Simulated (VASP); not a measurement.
# Sc2Ge (P4/mmm) in VASP: single point with PBE

Aim: the single point of Sc2Ge with PBE.

Everything below comes from runs of VASP 6.6.1. Logs are shortened: lines on timing, memory, paths and dates and some standing lists are left out, and cuts for length are marked.

## Step 1: The cell of the first run

It takes space group P4/mmm (No. 123, tetragonal). Conventional cell: a = 5.271 Å, b = 5.271 Å, c = 3.045 Å, α = 90.00°, β = 90.00°, γ = 90.00°. Within 3.5 Å of Sc (site symmetry mmm) lie 2 Ge at 2.64 Å and 2 Sc at 3.05 Å. Within 3.5 Å of Ge (site symmetry 4/mmm) lie 4 Sc at 2.64 Å and 2 Ge at 3.05 Å.

The cell was generated, and may not be a known phase.

## Step 2: Single point, PBE, collinear spin

INCAR

```
SYSTEM = Sc2Ge
PREC = Accurate ; ENCUT = 520
EDIFF = 1E-7 ; ISMEAR = 0
SIGMA = 0.1 ; LREAL = .False.
LASPH = .True. ; NELM = 150
ALGO = Normal ; ISIF = 2
LWAVE = .False. ; LCHARG = .True.
ISPIN = 2 ; MAGMOM = 1 1 0
LORBIT = 11 ; LMAXMIX = 4
GGA = PE ; LELF = .True.
LVHAR = .True. ; NBANDS = 29
```

KPOINTS

```
regular mesh
0
Gamma
  4 4 6
  0 0 0
```

POSCAR

```
Sc2Ge
1.0
    5.2709723618      0.0000000000      0.0000000000
    0.0000000000      5.2709723618      0.0000000000
    0.0000000000      0.0000000000      3.0450684676
Sc Ge
2 1
Direct
    0.0000000000      0.5000000000      0.0000000000
    0.5000000000      0.0000000000      0.0000000000
    0.5000000000      0.5000000000      0.0000000000
```

Potentials or basis: VASP PAW PBE potentials, release 64 (Sc_sv, Ge_d).

Command:

```
cat potpaw_PBE.64/Sc_sv/POTCAR potpaw_PBE.64/Ge_d/POTCAR > POTCAR
mpirun -np 1 vasp_std > vasp.out
```

OUTCAR:

```text
SYSTEM = Sc2Ge
   PREC = Accurate
   ENCUT = 520
   EDIFF = 1E-7
   ISMEAR = 0
   LREAL = .False.
   LASPH = .True.
   NELM = 150
   ISIF = 2
   ISPIN = 2
   LORBIT = 11
   GGA = PE

 ion  position               nearest neighbor table
   1  0.000  0.500  0.000-   3 2.64   3 2.64
   2  0.500  0.000  0.000-   3 2.64   3 2.64
   3  0.500  0.500  0.000-   1 2.64   2 2.64   2 2.64   1 2.64

  LATTYP: Found a simple tetragonal cell.
 ALAT       =     5.2709723618
 C/A-ratio  =     0.5777052617

  Lattice vectors:

 A1 = (   5.2709723618,   0.0000000000,   0.0000000000)
 A2 = (   0.0000000000,   5.2709723618,   0.0000000000)
 A3 = (   0.0000000000,   0.0000000000,   3.0450684676)

Analysis of symmetry for initial positions (statically):
=====================================================================
 Subroutine PRICEL returns:
 Original cell was already a primitive cell.

 Routine SETGRP: Setting up the symmetry group for a
 simple tetragonal supercell.

 Subroutine GETGRP returns: Found 16 space group operations
 (whereof 16 operations were pure point group operations)
 out of a pool of 16 trial point group operations.

The static configuration has the point symmetry D_4h.

Analysis of symmetry for dynamics (positions and initial velocities):
=====================================================================
 Subroutine PRICEL returns:
 Original cell was already a primitive cell.

 Routine SETGRP: Setting up the symmetry group for a
 simple tetragonal supercell.

 Subroutine GETGRP returns: Found 16 space group operations
 (whereof 16 operations were pure point group operations)
 out of a pool of 16 trial point group operations.

The dynamic configuration has the point symmetry D_4h.

Analysis of structural, dynamic, and magnetic symmetry:
=====================================================================
 Subroutine PRICEL returns:
 Original cell was already a primitive cell.

 Routine SETGRP: Setting up the symmetry group for a
 simple tetragonal supercell.

 Subroutine GETGRP returns: Found 16 space group operations
 (whereof 16 operations were pure point group operations)
 out of a pool of 16 trial point group operations.

The overall configuration has the point symmetry D_4h.

 Subroutine INISYM returns: Found 16 space group operations
 (whereof 16 operations are pure point group operations),
 and found     1 'primitive' translations

----------------------------------------------------------------------------------------

                                     Primitive cell

  volume of cell :      84.6016

  direct lattice vectors                    reciprocal lattice vectors
     5.270972362  0.000000000  0.000000000     0.189718316  0.000000000  0.000000000
     0.000000000  5.270972362  0.000000000     0.000000000  0.189718316  0.000000000
     0.000000000  0.000000000  3.045068468     0.000000000  0.000000000  0.328399841

  length of vectors
     5.270972362  5.270972362  3.045068468     0.189718316  0.189718316  0.328399841

  position of ions in fractional coordinates (direct lattice)
     0.000000000  0.500000000  0.000000000
     0.500000000  0.000000000  0.000000000
     0.500000000  0.500000000  0.000000000

  ion indices of the primitive-cell ions
   primitive index   ion index
                 1           1
                 2           2
                 3           3

----------------------------------------------------------------------------------------

 KPOINTS: regular mesh

Automatic generation of k-mesh.
 Grid dimensions read from file:
 generate k-points for:    4    4    6

 Generating k-lattice:

  Cartesian coordinates                     Fractional coordinates (reciprocal lattice)
     0.047429579  0.000000000  0.000000000     0.250000000  0.000000000  0.000000000
     0.000000000  0.047429579  0.000000000     0.000000000  0.250000000  0.000000000
     0.000000000  0.000000000  0.054733307     0.000000000  0.000000000  0.166666667

  Length of vectors
     0.047429579  0.047429579  0.054733307

  Shift w.r.t. Gamma in fractional coordinates (k-lattice)
     0.000000000  0.000000000  0.000000000

 Subroutine IBZKPT returns following result:
 ===========================================

 Found     24 irreducible k-points:

 Following reciprocal coordinates:
            Coordinates               Weight
  0.000000  0.000000  0.000000      1.000000
  0.250000  0.000000  0.000000      4.000000
  0.500000  0.000000  0.000000      2.000000
  0.250000  0.250000  0.000000      4.000000
  0.500000  0.250000  0.000000      4.000000
  0.500000  0.500000  0.000000      1.000000
[... 16 lines left out ...]
  0.500000  0.250000  0.500000      4.000000
  0.500000  0.500000  0.500000      1.000000
   k-points           NKPTS =     24   k-points in BZ     NKDIM =     24   number of bands    NBANDS=     29
   number of dos      NEDOS =    301   number of ions     NIONS =      3
   total plane-waves  NPLWV =  38400
   dimension x,y,z NGX =    40 NGY =   40 NGZ =   24
   dimension x,y,z NGXF=    80 NGYF=   80 NGZF=   48
   ions per type =               2   1
   NGX,Y,Z   is equivalent  to a cutoff of  12.62, 12.62, 13.10 a.u.
   NGXF,Y,Z  is equivalent  to a cutoff of  25.23, 25.23, 26.21 a.u.
 SYSTEM =  Sc2Ge
   PREC   = accura    normal or accurate (medium, high low for compatibility)
   ISTART =      0    job   : 0-new  1-cont  2-samecut
   ICHARG =      2    charge: 1-file 2-atom 10-const
   ISPIN  =      2    spin polarized calculation?
   LNONCOLLINEAR =      F non collinear calculations
   LSORBIT =      F    spin-orbit coupling
   LASPH  =      T    aspherical Exc in radial PAW
   ENCUT  =  520.0 eV  38.22 Ry    6.18 a.u.   9.80  9.80  5.66*2*pi/ulx,y,z
   NELM   =    150;   NELMIN=  2; NELMDL= -5     # of ELM steps
   EDIFF  = 0.1E-06   stopping-criterion for ELM
   LREAL  =      F    real-space projection
   EDIFFG = 0.1E-05   stopping-criterion for IOM
   NSW    =      0    number of steps for IOM
   IBRION =     -1    ionic relax: 0-MD 1-quasi-New 2-CG
   NFREE  =      0    steps in history (QN), initial steepest desc. (CG)
   ISIF   =      2    stress and relaxation
   ISYM   =      2    0-nonsym 1-usesym 2-fastsym
   POTIM  = 0.5000    time-step for ionic-motion
   TEBEG  =    0.0;   TEEND  =   0.0 temperature during run
   PSTRESS=    0.0 pullay stress
   NELECT =      36.0000    total number of electrons
   NUPDOWN=      -1.0000    fix difference up-down
   EMIN   =  10.00;   EMAX   =-10.00  energy-range for DOS
   EFERMI =   0.00;   METHOD = LEGACY
   ISMEAR =     0;   SIGMA  =   0.10  broadening in eV -4-tet -1-fermi 0-gaus
   EFERMI_NEDOS =   21; number of points for ismear=-14 and -15
   IALGO  =     38    algorithm
   IMIX   =      4    mixing-type and parameters
     AMIX     =   0.40;   BMIX     =  1.00
     AMIX_MAG =   1.60;   BMIX_MAG =  1.00
  volume/ion in A,a.u.               =      28.20       190.31
  Fermi-wavevector in a.u.,A,eV,Ry     =   1.231354  2.326921 20.629588  1.516232
  Thomas-Fermi vector in A             =   2.366167
   LORBIT       =     11    0 simple, 1 ext, 2 COOP (PROOUT), +10 PAW based schemes
   GGA     = PE    functional components
   LHFCALC =     F    Hartree Fock is set to
   AEXX    =    0.0000 exact exchange contribution
   IVDW    =     0    specifies the selected vdW correction
   LEPSILON=     F    determine dielectric tensor
   LRPA    =     F    only Hartree local field effects (RPA)
 spin polarized calculation
 Gauss-broadening in eV      SIGMA  =   0.10
  energy-cutoff  :      520.00
  volume of cell :       84.60
 maximum number of plane-waves:      2294
 NGX is ok and might be reduce to    40
   NGX = 19   NGY = 19   NGZ = 11

 number of electron      36.0000001 magnetization       1.0193823

 Free energy of the ion-electron system (eV)
  ---------------------------------------------------
  ext. energy  EPLUGINS =         0.00000000
  ---------------------------------------------------
  free energy    TOTEN  =       -16.14457701 eV

  energy without entropy =      -16.12844347  energy(sigma->0) =      -16.13651024

 E-fermi :   3.0168     XC(G=0):  -9.1202

 val. band max:        3.0056118145   @ k =   0.0000   0.0000   0.0000
 cond. band min:       3.0310222990   @ k =   0.5000   0.5000   0.0000
 fundamental gap:      0.0254104845
 Fermi energy:         3.0167612979

 spin component 1

 k-point     1 :       0.0000    0.0000    0.0000
  band No.  band energies     occupation
      1     -46.9746      1.00000
      2     -46.9671      1.00000
      3     -25.6898      1.00000
      4     -25.6898      1.00000
      5     -25.5240      1.00000
      6     -25.5240      1.00000
[... 21 lines left out ...]
     28       6.7931      0.00000
     29       7.7830      0.00000

 k-point     2 :       0.2500    0.0000    0.0000
  band No.  band energies     occupation
      1     -46.9734      1.00000
      2     -46.9681      1.00000
      3     -25.6880      1.00000
      4     -25.6878      1.00000
      5     -25.5346      1.00000
      6     -25.5264      1.00000
[... 21 lines left out ...]
     28       7.7016      0.00000
     29       7.8441      0.00000

 k-point     3 :       0.5000    0.0000    0.0000
  band No.  band energies     occupation
      1     -46.9708      1.00000
      2     -46.9706      1.00000
      3     -25.6859      1.00000
      4     -25.6857      1.00000
      5     -25.5454      1.00000
      6     -25.5287      1.00000
[... 637 lines left out ...]
      4     -25.8300      1.00000
      5     -25.6628      1.00000
      6     -25.6243      1.00000
[... 21 lines left out ...]
     28       7.1823      0.00000
     29       7.8299      0.00000

 k-point    24 :       0.5000    0.5000    0.5000
  band No.  band energies     occupation
      1     -46.9246      1.00000
      2     -46.9246      1.00000
      3     -25.8302      1.00000
      4     -25.8302      1.00000
      5     -25.6710      1.00000
      6     -25.6166      1.00000
[... 21 lines left out ...]
     28       5.9395      0.00000
     29       8.3280      0.00000
 Fermi energy:         3.0167612979

 spin component 2

 k-point     1 :       0.0000    0.0000    0.0000
  band No.  band energies     occupation
      1     -46.7070      1.00000
      2     -46.6994      1.00000
      3     -25.4897      1.00000
      4     -25.4897      1.00000
      5     -25.2956      1.00000
      6     -25.2956      1.00000
[... 21 lines left out ...]
     28       7.0348      0.00000
     29       7.9593      0.00000

 k-point     2 :       0.2500    0.0000    0.0000
  band No.  band energies     occupation
      1     -46.7059      1.00000
      2     -46.7005      1.00000
      3     -25.4882      1.00000
      4     -25.4880      1.00000
      5     -25.3064      1.00000
      6     -25.2976      1.00000
[... 21 lines left out ...]
     28       7.9044      0.00000
     29       7.9979      0.00000

 k-point     3 :       0.5000    0.0000    0.0000
  band No.  band energies     occupation
      1     -46.7032      1.00000
      2     -46.7030      1.00000
      3     -25.4864      1.00000
      4     -25.4863      1.00000
      5     -25.3173      1.00000
      6     -25.2996      1.00000
[... 638 lines left out ...]
      5     -25.4205      1.00000
      6     -25.4202      1.00000
[... 21 lines left out ...]
     28       7.6245      0.00000
     29       8.2451      0.00000

 k-point    24 :       0.5000    0.5000    0.5000
  band No.  band energies     occupation
      1     -46.6605      1.00000
      2     -46.6605      1.00000
      3     -25.4731      1.00000
      4     -25.4204      1.00000
      5     -25.4204      1.00000
      6     -25.4185      1.00000
[... 21 lines left out ...]
     28       6.2220      0.00000
     29       8.8043      0.00000

------------------------ aborting loop because EDIFF is reached ----------------------------------------

  FORCE on cell =-STRESS in cart. coord.  units (eV):
  Direction    XX          YY          ZZ          XY          YZ          ZX
  --------------------------------------------------------------------------------------
  -------------------------------------------------------------------------------------
  Total        0.3161323      0.3161323     -0.3805374      0.0000000      0.0000000      0.0000000
  in kB        5.9868857      5.9868857     -7.2065832      0.0000000      0.0000000      0.0000000
  external PRESSURE =       1.5890627 kB  Pullay stress =       0.0000000 kB

 VOLUME and BASIS-vectors are now :
 -----------------------------------------------------------------------------
  energy-cutoff  :      520.00
  volume of cell :       84.60
      direct lattice vectors                 reciprocal lattice vectors
     5.270972362  0.000000000  0.000000000     0.189718316  0.000000000  0.000000000
     0.000000000  5.270972362  0.000000000     0.000000000  0.189718316  0.000000000
     0.000000000  0.000000000  3.045068468     0.000000000  0.000000000  0.328399841

 POSITION                                       TOTAL-FORCE (eV/Angst)
 -----------------------------------------------------------------------------------
      0.00000      2.63549      0.00000         0.000000      0.000000      0.000000
      2.63549      0.00000      0.00000         0.000000      0.000000      0.000000
      2.63549      2.63549      0.00000         0.000000      0.000000      0.000000
 -----------------------------------------------------------------------------------
    total drift:                               -0.000000      0.000000     -0.000000

  FREE ENERGIE OF THE ION-ELECTRON SYSTEM (eV)
  ---------------------------------------------------
  free  energy   TOTEN  =       -16.1445770101 eV

  energy  without entropy=      -16.1284434731  energy(sigma->0) =      -16.13651024

 total charge

# of ion       s       p       d       tot
------------------------------------------
    1        2.228   6.088   1.062   9.378
    2        2.228   6.088   1.062   9.378
    3        1.205   1.232   9.988  12.425
--------------------------------------------------
tot          5.660  13.409  12.112  31.181

 magnetization (x)

# of ion       s       p       d       tot
------------------------------------------
    1        0.022   0.015   0.310   0.348
    2        0.022   0.015   0.310   0.348
    3       -0.000  -0.000   0.005   0.004
--------------------------------------------------
tot          0.044   0.030   0.625   0.700
```

Run time: 61 s. Hardware: 1 thread of AMD EPYC 9R45 (Zen 5), shared host; peak memory 0.23 GiB.

Results:

```
Free energy                                           : -16.1446 eV
Pressure                                              : 0.2 GPa
Net moment                                            : 1.02 μB per cell
Site moments                                          : Sc +0.35; Ge +0.00 μB
Valence electrons inside the program's atomic spheres : Sc 9.38; Ge 12.43
```

Levels at points of the mesh, in eV from the Fermi level:
Spin up:
```tsv
k point	band 15	band 16	band 17	band 18	band 19	band 20	band 21	band 22	band 23	band 24
(0.00, 0.00, 0.00)	-2.45	-1.79	-1.79	-1.08	-0.47	-0.31	1.69	2.53	2.53	2.58
(0.50, 0.00, 0.00)	-4.04	-2.09	-1.37	-0.93	-0.26	0.12	1.08	2.35	2.56	2.68
(0.50, 0.50, 0.00)	-3.92	-3.92	-0.89	-0.89	-0.85	0.79	0.79	1.94	2.51	2.72
(0.00, 0.00, 0.50)	-3.10	-0.52	-0.52	0.34	0.56	0.67	0.67	0.93	0.93	2.00
(0.50, 0.00, 0.50)	-3.36	-1.67	-0.44	-0.20	-0.07	0.35	1.14	1.27	1.83	1.88
(0.50, 0.50, 0.50)	-3.61	-1.90	-1.90	-0.70	1.05	1.17	1.43	1.43	1.68	1.68
```
Spin down:
```
           k point  band 14  band 15  band 16  band 17  band 18  band 19  band 20  band 21  band 22  band 23
(0.00, 0.00, 0.00)    -9.51    -2.06    -1.71    -1.71    -0.12    -0.01     0.31     1.87     2.67     2.67
(0.50, 0.00, 0.00)    -9.14    -3.83    -2.00    -0.50    -0.43     0.31     0.41     1.37     2.47     2.76
(0.50, 0.50, 0.00)    -8.74    -3.73    -3.73    -0.71     0.01     0.01     1.02     1.02     2.06     2.65
(0.00, 0.00, 0.50)    -7.23    -3.03    -0.30    -0.30     0.54     0.73     0.73     0.77     1.17     1.17
(0.50, 0.00, 0.50)    -6.80    -3.29    -1.55    -0.19    -0.09     0.15     0.58     1.33     1.48     2.07
(0.50, 0.50, 0.50)    -6.32    -3.55    -1.78    -1.78    -0.48     1.30     1.42     1.63     1.63     2.16
```
